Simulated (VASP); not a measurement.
# TiSi30 (a cell with a defect) in VASP: notebook

Runs on TiSi30 (a cell with a defect). Level: PBE. Tasks: single point.

Everything below comes from runs of VASP 6.6.1. Logs are shortened: lines on timing, memory, paths and dates and some standing lists are left out, and cuts for length are marked.

### 1 The cell of the first run

The cell holds a defect, 31 atoms: a = 9.474 Å, b = 9.474 Å, c = 9.474 Å, α = 109.47°, β = 109.47°, γ = 109.47°.

### 2 Single point, PBE (atoms taken out, then relaxed in part)

The input, INCAR:

```
PREC = Accurate
ENCUT = 520
EDIFF = 1E-7
ISMEAR = 0
SIGMA = 0.02
LREAL = Auto
LASPH = True
NELM = 60
ALGO = Normal
ISIF = 2
LWAVE = False
LCHARG = False
GGA = PE
NBANDS = 87
```

The input, KPOINTS:

```
Automatic mesh
0
Gamma
  2 2 2
  0.5 0.5 0.5
```

The input, POSCAR:

```
TiSi30
1.0
   -5.4700936587      5.4700936587     -5.4700936587
    5.4700936587      5.4700936587      5.4700936587
    5.4700936587     -5.4700936587     -5.4700936587
Ti Si
1 30
Direct
    0.3709441189      0.3709441189      0.8709441189
   -0.0023553233      0.4932687500      0.7476395853
    0.4932687500      0.2476395853      0.4976446767
    0.7441913693      0.7441913693      0.7437320136
    0.2476395853      0.4932687500      0.4976446767
    0.4932687500     -0.0023553233      0.7476395853
    0.0006146937      0.7544802470      0.5006146937
    0.7441913693      0.2437320136      0.2441913693
    0.4924083012      0.4924083012      0.2221545559
    0.7544802470      0.0006146937      0.5006146937
   -0.0023553233      0.2476395853     -0.0067312500
    0.2437320136      0.7441913693      0.2441913693
    0.0006146937      0.0006146937      0.2544802470
    0.7221545559      0.4924083012     -0.0075916988
    0.4924083012      0.7221545559     -0.0075916988
    0.2476395853     -0.0023553233     -0.0067312500
    0.2494780790      0.2494780790      0.5198891259
   -0.0023809314      0.4980623411      0.4976190686
    0.4943017619      0.2486567945      0.2444371773
    0.7413985384      0.7413985384      0.4874200057
    0.2486567945      0.4943017619      0.2444371773
    0.4980623411     -0.0023809314      0.4976190686
   -0.0125799943      0.7413985384      0.2413985384
    0.7444371773      0.2486567945     -0.0056982381
    0.7413985384     -0.0125799943      0.2413985384
    0.0198891259      0.2494780790      0.7494780790
    0.2486567945      0.7444371773     -0.0056982381
   -0.0023809314     -0.0023809314     -0.0019376589
    0.7444371773      0.4943017619      0.7486567945
    0.4943017619      0.7444371773      0.7486567945
    0.2494780790      0.0198891259      0.7494780790
```

Potentials or basis: VASP PAW PBE potentials, release 64 (Ti_sv, Si).

Launch:

```sh
$ cat potpaw_PBE.64/Ti_sv/POTCAR potpaw_PBE.64/Si/POTCAR > POTCAR
$ mpirun -np 1 vasp_std > vasp.out
```

OUTCAR:

```text
PREC = Accurate
   ENCUT = 520
   EDIFF = 1E-7
   ISMEAR = 0
   LREAL = Auto
   LASPH = True
   NELM = 60
   ISIF = 2
   GGA = PE

 ion  position               nearest neighbor table
   1  0.371  0.371  0.871-  17 2.78  26 2.78  31 2.78   9 2.78  14 2.78  15 2.78
   2  0.998  0.493  0.748-  27 2.37  18 2.38  26 2.39  29 2.41
   3  0.493  0.248  0.498-  29 2.37  22 2.38  17 2.39  19 2.41
   4  0.744  0.744  0.744-  29 2.38  30 2.38  28 2.40  20 2.41
   5  0.248  0.493  0.498-  30 2.37  18 2.38  17 2.39  21 2.41
   6  0.493  0.998  0.748-  24 2.37  22 2.38  31 2.39  30 2.41
   7  0.001  0.754  0.501-  23 2.38  20 2.38  18 2.41  31 2.41
[... 22 lines left out ...]
  30  0.494  0.744  0.749-   5 2.37   4 2.38  15 2.39   6 2.41
  31  0.249  0.020  0.749-   6 2.39  16 2.39   7 2.41   1 2.78

  LATTYP: Found a body centered cubic cell.
 ALAT       =    10.9401873174

  Lattice vectors:

 A1 = (  -5.4700936587,   5.4700936587,  -5.4700936587)
 A2 = (   5.4700936587,   5.4700936587,   5.4700936587)
 A3 = (   5.4700936587,  -5.4700936587,  -5.4700936587)

Analysis of symmetry for initial positions (statically):
=====================================================================
 Subroutine PRICEL returns:
 Original cell was already a primitive cell.

 Routine SETGRP: Setting up the symmetry group for a
 body centered cubic supercell.

 Subroutine GETGRP returns: Found  6 space group operations
 (whereof  2 operations were pure point group operations)
 out of a pool of 48 trial point group operations.

The static configuration has the point symmetry C_1h.
 The point group associated with its full space group is C_3v.

Analysis of symmetry for dynamics (positions and initial velocities):
=====================================================================
 Subroutine PRICEL returns:
 Original cell was already a primitive cell.

 Routine SETGRP: Setting up the symmetry group for a
 body centered cubic supercell.

 Subroutine GETGRP returns: Found  6 space group operations
 (whereof  2 operations were pure point group operations)
 out of a pool of 48 trial point group operations.

The dynamic configuration has the point symmetry C_1h.
 The point group associated with its full space group is C_3v.

 Subroutine INISYM returns: Found  6 space group operations
 (whereof  2 operations are pure point group operations),
 and found     1 'primitive' translations

----------------------------------------------------------------------------------------

                                     Primitive cell

[... 139 lines left out ...]
   EFERMI =   0.00;   METHOD = LEGACY
   ISMEAR =     0;   SIGMA  =   0.02  broadening in eV -4-tet -1-fermi 0-gaus
   EFERMI_NEDOS =   21; number of points for ismear=-14 and -15
   IALGO  =     38    algorithm
   IMIX   =      4    mixing-type and parameters
     AMIX     =   0.40;   BMIX     =  1.00
     AMIX_MAG =   1.60;   BMIX_MAG =  1.00
  volume/ion in A,a.u.               =      21.12       142.52
  Fermi-wavevector in a.u.,A,eV,Ry     =   0.959956  1.814054 12.537983  0.921516
  Thomas-Fermi vector in A             =   2.089198
   LORBIT       =      0    0 simple, 1 ext, 2 COOP (PROOUT), +10 PAW based schemes
   GGA     = PE    functional components
   LHFCALC =     F    Hartree Fock is set to
   AEXX    =    0.0000 exact exchange contribution
   IVDW    =     0    specifies the selected vdW correction
   LEPSILON=     F    determine dielectric tensor
   LRPA    =     F    only Hartree local field effects (RPA)
 non-spin polarized calculation
 Gauss-broadening in eV      SIGMA  =   0.02
  energy-cutoff  :      520.00
  volume of cell :      654.70
 maximum number of plane-waves:     17628
 NGX is ok and might be reduce to    70
   NGX = 35   NGY = 35   NGZ = 35

 number of electron     131.9999994 magnetization

 Free energy of the ion-electron system (eV)
  ---------------------------------------------------
  ext. energy  EPLUGINS =         0.00000000
  ---------------------------------------------------
  free energy    TOTEN  =      -167.00980730 eV

  energy without entropy =     -167.00201670  energy(sigma->0) =     -167.00591200

 E-fermi :   5.2162     XC(G=0):  -9.2820

 val. band max:        4.7904361001   @ k =   0.2500   0.2500   0.2500
 cond. band min:       5.2223453956   @ k =  -0.2500   0.2500   0.2500
 fundamental gap:      0.4319092955
 Fermi energy:         5.2162020515

 k-point     1 :       0.2500    0.2500    0.2500
  band No.  band energies     occupation
      1     -52.5411      2.00000
      2     -28.8409      2.00000
      3     -28.8409      2.00000
      4     -28.5985      2.00000
      5      -5.5141      2.00000
      6      -5.5141      2.00000
[... 70 lines left out ...]
     77       7.1581      0.00000
     78       7.1738      0.00000

 k-point     2 :      -0.2500    0.2500    0.2500
  band No.  band energies     occupation
      1     -52.5411      2.00000
      2     -28.8409      2.00000
      3     -28.8409      2.00000
      4     -28.5985      2.00000
      5      -5.9454      2.00000
      6      -4.9969      2.00000
[... 70 lines left out ...]
     77       7.5751      0.00000
     78       7.7019      0.00000
 [bands above 78 left out]

------------------------ aborting loop because EDIFF is reached ----------------------------------------

  FORCE on cell =-STRESS in cart. coord.  units (eV):
  Direction    XX          YY          ZZ          XY          YZ          ZX
  --------------------------------------------------------------------------------------
  -------------------------------------------------------------------------------------
  Total      -12.5028769    -12.5028769    -12.5028769     -0.4024939      0.4024939      0.4024939
  in kB      -30.5968176    -30.5968176    -30.5968176     -0.9849760      0.9849760      0.9849760
  external PRESSURE =     -30.5968176 kB  Pullay stress =       0.0000000 kB

 VOLUME and BASIS-vectors are now :
 -----------------------------------------------------------------------------
  energy-cutoff  :      520.00
  volume of cell :      654.70
      direct lattice vectors                 reciprocal lattice vectors
    -5.470093659  5.470093659 -5.470093659     0.000000000  0.091406113 -0.091406113
     5.470093659  5.470093659  5.470093659     0.091406113  0.091406113  0.000000000
     5.470093659 -5.470093659 -5.470093659     0.091406113  0.000000000 -0.091406113

 POSITION                                       TOTAL-FORCE (eV/Angst)
 -----------------------------------------------------------------------------------
      4.76415     -0.70595     -4.76415        -0.000925     -0.000925      0.000925
      1.33067      4.06578     -6.84864        -0.001894      0.000775      0.001562
      1.37855      1.33067     -4.06578        -0.001562     -0.001894     -0.000775
      4.06828      4.07331     -4.06828        -0.001970     -0.000491      0.001970
      4.06578      1.33067     -1.37855         0.000775     -0.001894      0.001562
      6.84864      4.06578     -1.33067        -0.001562      0.000775      0.001894
[... 23 lines left out ...]
      5.46349      2.68080     -2.72696        -0.002088     -0.002957     -0.003006
      2.84384     -2.62625     -5.35559        -0.006600     -0.006600     -0.007143
 -----------------------------------------------------------------------------------
    total drift:                                0.010402      0.010402     -0.010402

  FREE ENERGIE OF THE ION-ELECTRON SYSTEM (eV)
  ---------------------------------------------------
  free  energy   TOTEN  =      -167.0098073026 eV

  energy  without entropy=     -167.0020167050  energy(sigma->0) =     -167.00591200
```

It took 2.7 min on 1 thread of Intel Xeon 6975P-C (Granite Rapids), shared host; peak memory 0.69 GiB.

What came out:

```yaml
Free_energy: -167.0098 eV
Pressure: -3.1 GPa
Largest_force: 0.012 eV/Å
Band_gap_on_the_k_mesh: zero (bands 66 and 67 overlap by 0.03 eV)
```

Forces in eV/Å, atoms in the order of the input:
```
Ti  -0.001 -0.001  0.001
Si  -0.002  0.001  0.002
Si  -0.002 -0.002 -0.001
Si  -0.002  0.000  0.002
Si   0.001 -0.002  0.002
Si  -0.002  0.001  0.002
Si   0.003  0.003  0.004
Si  -0.002 -0.002  0.000
Si   0.005 -0.004 -0.005
Si  -0.004  0.003 -0.003
Si  -0.002 -0.002 -0.001
Si   0.000 -0.002  0.002
Si   0.003 -0.004 -0.003
Si  -0.004  0.005 -0.005
Si   0.005  0.005  0.004
Si   0.001 -0.002  0.002
Si  -0.007  0.007  0.007
Si   0.005  0.005 -0.007
Si  -0.002  0.003  0.003
Si  -0.002 -0.002  0.002
Si  -0.003  0.003  0.002
Si   0.007  0.005 -0.005
Si  -0.002 -0.002  0.002
Si   0.003 -0.002  0.003
Si  -0.002 -0.002  0.002
Si   0.007 -0.007  0.007
Si  -0.003 -0.002 -0.003
Si   0.005  0.007 -0.005
Si   0.003 -0.003  0.002
Si  -0.002 -0.003 -0.003
Si  -0.007 -0.007 -0.007
```

Caveat: the k points lie up to 0.41 Å⁻¹ apart; the cell differs from its parent crystal (atoms taken out, then relaxed in part).

(Continued in part 2 of 2.)
